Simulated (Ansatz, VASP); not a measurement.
**Zn: VASP beside Ansatz**

```
Zn
1.0
    -1.97093    1.58296    1.58296
     1.58296   -1.97093    1.58296
     1.58296    1.58296   -1.97093
Zn
1
Direct
  0.00000 0.00000 0.00000
```

Alike in both runs: task single point; functional PBEsol; k mesh 22 × 22 × 22; occupations gaussian, width 0.15 eV; no spin polarisation.

|  | VASP | Ansatz |
| --- | --- | --- |
| version | VASP 6.6.1 | Ansatz 0.2.0 |
| potentials or method | VASP PAW PBE potentials, release 64 (Zn), cutoff 520 eV | scalar-relativistic, plane waves, PAW |
| valence electrons in the cell | 12 | 12 |

Ansatz gave:

| Property | Result |
| --- | --- |
| gap on the k mesh at the Fermi level (eV) | none |
| pressure (GPa) | 24.5 |
| traceless stress, the component that is largest in VASP (GPa) | 30.61 |

**Question.** Which values does VASP return?

**Answer.** gap on the k mesh at the Fermi level (eV): none; pressure (GPa): 24.9; traceless stress, the component that is largest in VASP (GPa): 31.23.

VASP's potentials were made for PBE, not for PBEsol. A gap of «none» marks a metal or a gap that the smearing closes.
